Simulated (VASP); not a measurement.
# Sb (Pm-3m) in VASP: settings compared, part 2 of 2

VASP 6.6.1. The steps go on from the part before.

## Step 3: Electric field gradients, PBE

File INCAR:

```
PREC = Accurate
ENCUT = 520
EDIFF = 1E-8
ISMEAR = -1
SIGMA = 0.05
LREAL = False
LASPH = True
NELM = 100
ALGO = Normal
ISIF = 2
LWAVE = False
LCHARG = False
GGA = PE
LEFG = True
NBANDS = 8
```

File KPOINTS:

```
Automatic mesh
0
Gamma
  12 12 12
```

File POSCAR:

```
Sb
1.0
    3.0833436100      0.0000000000      0.0000000000
    0.0000000000      3.0833436100      0.0000000000
    0.0000000000      0.0000000000      3.0833436100
Sb
1
Direct
    0.0000000000      0.0000000000      0.0000000000
```

Potentials or basis: VASP PAW PBE potentials, release 64 (Sb).

Run with:

```sh
$ cat potpaw_PBE.64/Sb/POTCAR > POTCAR
$ mpirun -np 1 vasp_std > vasp.out
```

OUTCAR:

```text
PREC = Accurate
   ENCUT = 520
   EDIFF = 1E-8
   ISMEAR = -1
   LREAL = False
   LASPH = True
   NELM = 100
   ISIF = 2
   GGA = PE

 ion  position               nearest neighbor table
   1  0.000  0.000  0.000-

  LATTYP: Found a simple cubic cell.
 ALAT       =     3.0833436100

  Lattice vectors:

 A1 = (   3.0833436100,   0.0000000000,   0.0000000000)
 A2 = (   0.0000000000,   3.0833436100,   0.0000000000)
 A3 = (   0.0000000000,   0.0000000000,   3.0833436100)

Analysis of symmetry for initial positions (statically):
=====================================================================
 Subroutine PRICEL returns:
 Original cell was already a primitive cell.

 Routine SETGRP: Setting up the symmetry group for a
 simple cubic supercell.

 Subroutine GETGRP returns: Found 48 space group operations
 (whereof 48 operations were pure point group operations)
 out of a pool of 48 trial point group operations.

The static configuration has the point symmetry O_h .

Analysis of symmetry for dynamics (positions and initial velocities):
=====================================================================
 Subroutine PRICEL returns:
 Original cell was already a primitive cell.

 Routine SETGRP: Setting up the symmetry group for a
 simple cubic supercell.

 Subroutine GETGRP returns: Found 48 space group operations
 (whereof 48 operations were pure point group operations)
 out of a pool of 48 trial point group operations.

The dynamic configuration has the point symmetry O_h .

 Subroutine INISYM returns: Found 48 space group operations
 (whereof 48 operations are pure point group operations),
 and found     1 'primitive' translations

----------------------------------------------------------------------------------------

                                     Primitive cell

  volume of cell :      29.3134

  direct lattice vectors                    reciprocal lattice vectors
     3.083343610  0.000000000  0.000000000     0.324323243  0.000000000  0.000000000
     0.000000000  3.083343610  0.000000000     0.000000000  0.324323243  0.000000000
     0.000000000  0.000000000  3.083343610     0.000000000  0.000000000  0.324323243

  length of vectors
     3.083343610  3.083343610  3.083343610     0.324323243  0.324323243  0.324323243

  position of ions in fractional coordinates (direct lattice)
     0.000000000  0.000000000  0.000000000

  ion indices of the primitive-cell ions
   primitive index   ion index
                 1           1

----------------------------------------------------------------------------------------

 KPOINTS: Automatic mesh

Automatic generation of k-mesh.
 Grid dimensions read from file:
 generate k-points for:   12   12   12

[... 61 lines left out ...]
   ENCUT  =  520.0 eV  38.22 Ry    6.18 a.u.   5.73  5.73  5.73*2*pi/ulx,y,z
   NELM   =    100;   NELMIN=  2; NELMDL= -5     # of ELM steps
   EDIFF  = 0.1E-07   stopping-criterion for ELM
   LREAL  =      F    real-space projection
   EDIFFG = 0.1E-06   stopping-criterion for IOM
   NSW    =      0    number of steps for IOM
   IBRION =     -1    ionic relax: 0-MD 1-quasi-New 2-CG
   NFREE  =      0    steps in history (QN), initial steepest desc. (CG)
   ISIF   =      2    stress and relaxation
   ISYM   =      2    0-nonsym 1-usesym 2-fastsym
   POTIM  = 0.5000    time-step for ionic-motion
   TEBEG  =    0.0;   TEEND  =   0.0 temperature during run
   PSTRESS=    0.0 pullay stress
   NELECT =       5.0000    total number of electrons
   NUPDOWN=      -1.0000    fix difference up-down
   EMIN   =  10.00;   EMAX   =-10.00  energy-range for DOS
   EFERMI =   0.00;   METHOD = LEGACY
   ISMEAR =    -1;   SIGMA  =   0.05  broadening in eV -4-tet -1-fermi 0-gaus
   EFERMI_NEDOS =   21; number of points for ismear=-14 and -15
   IALGO  =     38    algorithm
   IMIX   =      4    mixing-type and parameters
     AMIX     =   0.40;   BMIX     =  1.00
     AMIX_MAG =   1.60;   BMIX_MAG =  1.00
  volume/ion in A,a.u.               =      29.31       197.82
  Fermi-wavevector in a.u.,A,eV,Ry     =   0.907910  1.715702 11.215296  0.824301
  Thomas-Fermi vector in A             =   2.031774
   LORBIT       =      0    0 simple, 1 ext, 2 COOP (PROOUT), +10 PAW based schemes
   GGA     = PE    functional components
   LHFCALC =     F    Hartree Fock is set to
   AEXX    =    0.0000 exact exchange contribution
   IVDW    =     0    specifies the selected vdW correction
   LEPSILON=     F    determine dielectric tensor
   LRPA    =     F    only Hartree local field effects (RPA)
 non-spin polarized calculation
  energy-cutoff  :      520.00
  volume of cell :       29.31
 maximum number of plane-waves:       840
 NGX is ok and might be reduce to    24
   NGX = 11   NGY = 11   NGZ = 11

 number of electron       4.9999999 magnetization

 Free energy of the ion-electron system (eV)
  ---------------------------------------------------
  ext. energy  EPLUGINS =         0.00000000
  ---------------------------------------------------
  free energy    TOTEN  =        -4.07753754 eV

  energy without entropy =       -4.07135105  energy(sigma->0) =       -4.07444430

 E-fermi :   7.4506     XC(G=0):  -9.7006

 val. band max:        7.4257849862   @ k =   0.4167   0.2500   0.0833
 cond. band min:       7.4554274148   @ k =   0.1667   0.0833   0.0000
 fundamental gap:      0.0296424287
 Fermi energy:         7.4506363091

 k-point     1 :       0.0000    0.0000    0.0000
  band No.  band energies     occupation
      1      -5.1667      2.00000
      2      10.6676      0.00000
      3      10.6676      0.00000
      4      10.6676      0.00000
      5      14.2918      0.00000
      6      14.2918      0.00000
      7      15.7239      0.00000
      8      25.0900      0.00000
[... 243 lines left out ...]
 k-point    24 :       0.4167    0.3333    0.0000
  band No.  band energies     occupation
      1      -1.4314      2.00000
      2       3.5856      2.00000
      3       5.5300      2.00000
      4      11.4229      0.00000
      5      13.9496      0.00000
      6      18.2428      0.00000
      7      20.3417      0.00000
      8      20.5654      0.00000

 [... further k-points ...]
[... 5 lines left out ...]
  --------------------------------------------------------------------------------------
  -------------------------------------------------------------------------------------
  Total        0.2745428      0.2745428      0.2745428     -0.0000000     -0.0000000     -0.0000000
  in kB       15.0056524     15.0056524     15.0056524     -0.0000000     -0.0000000     -0.0000000
  external PRESSURE =      15.0056524 kB  Pullay stress =       0.0000000 kB

 VOLUME and BASIS-vectors are now :
 -----------------------------------------------------------------------------
  energy-cutoff  :      520.00
  volume of cell :       29.31
      direct lattice vectors                 reciprocal lattice vectors
     3.083343610  0.000000000  0.000000000     0.324323243  0.000000000  0.000000000
     0.000000000  3.083343610  0.000000000     0.000000000  0.324323243  0.000000000
     0.000000000  0.000000000  3.083343610     0.000000000  0.000000000  0.324323243

 POSITION                                       TOTAL-FORCE (eV/Angst)
 -----------------------------------------------------------------------------------
      0.00000      0.00000      0.00000         0.000000      0.000000      0.000000
 -----------------------------------------------------------------------------------
    total drift:                               -0.000000      0.000000      0.000000

  FREE ENERGIE OF THE ION-ELECTRON SYSTEM (eV)
  ---------------------------------------------------
  free  energy   TOTEN  =        -4.0775375390 eV

  energy  without entropy=       -4.0713510549  energy(sigma->0) =       -4.07444430

 Electric field gradients (V/A^2)
---------------------------------------------------------------------
 ion       V_xx      V_yy      V_zz      V_xy      V_xz      V_yz
---------------------------------------------------------------------
   1       0.000    -0.000     0.000     0.000     0.000     0.000
---------------------------------------------------------------------

 Electric field gradients after diagonalization (V/A^2)
 (convention: |V_zz| > |V_xx| > |V_yy|)
----------------------------------------------------------------------
 ion       V_xx      V_yy      V_zz     asymmetry (V_yy - V_xx)/ V_zz
----------------------------------------------------------------------
   1      -0.000     0.000     0.000       0.388
----------------------------------------------------------------------

           NMR quadrupolar parameters

 Cq : quadrupolar parameter    Cq=e*Q*V_zz/h
 eta: asymmetry parameters     (V_yy - V_xx)/ V_zz
 Q  : nuclear electric quadrupole moment in mb (millibarn)
----------------------------------------------------------------------
 ion       Cq(MHz)       eta       Q (mb)
----------------------------------------------------------------------
   1       0.000       0.388       1.000
----------------------------------------------------------------------
```

OSZICAR:

```text
N       E                     dE             d eps       ncg     rms          rms(c)
DAV:   1     0.565506547813E+01    0.56551E+01   -0.16397E+03  1344   0.406E+02
DAV:   2    -0.396359613906E+01   -0.96187E+01   -0.91776E+01  1928   0.535E+01
DAV:   3    -0.407300726282E+01   -0.10941E+00   -0.10936E+00  1632   0.652E+00
DAV:   4    -0.407338754497E+01   -0.38028E-03   -0.38028E-03  2064   0.448E-01
DAV:   5    -0.407338894498E+01   -0.14000E-05   -0.13997E-05  1704   0.168E-02    0.199E+00
DAV:   6    -0.407581444636E+01   -0.24255E-02   -0.64691E-04  1848   0.184E-01    0.119E+00
DAV:   7    -0.407748389249E+01   -0.16694E-02   -0.16421E-03  1448   0.286E-01    0.751E-02
DAV:   8    -0.407753390512E+01   -0.50013E-04   -0.60545E-05  1888   0.543E-02    0.581E-03
DAV:   9    -0.407753674808E+01   -0.28430E-05   -0.26587E-06  1688   0.103E-02    0.220E-03
DAV:  10    -0.407753771480E+01   -0.96672E-06   -0.58479E-07  1672   0.439E-03    0.159E-03
DAV:  11    -0.407753748123E+01    0.23357E-06   -0.60859E-09  1760   0.540E-04    0.480E-04
DAV:  12    -0.407753754104E+01   -0.59812E-07   -0.11453E-09  1264   0.211E-04    0.180E-05
DAV:  13    -0.407753753902E+01    0.20152E-08   -0.23361E-11   848   0.369E-05
   1 F= -.40775375E+01 E0= -.40744443E+01  d E =-.618648E-02
```

Run time: 5 s. Hardware: 1 thread of Intel Xeon 6975P-C (Granite Rapids), shared host; peak memory 0.14 GiB.

What came out:

```
Free energy : -4.0775 eV
Pressure    : 1.5 GPa
```

Caveat: without QUAD_EFG the Cq values of the log hold for a quadrupole moment of 1 mb, not for the nuclei; spin-orbit coupling is left out, which moves the levels of the heavy elements.
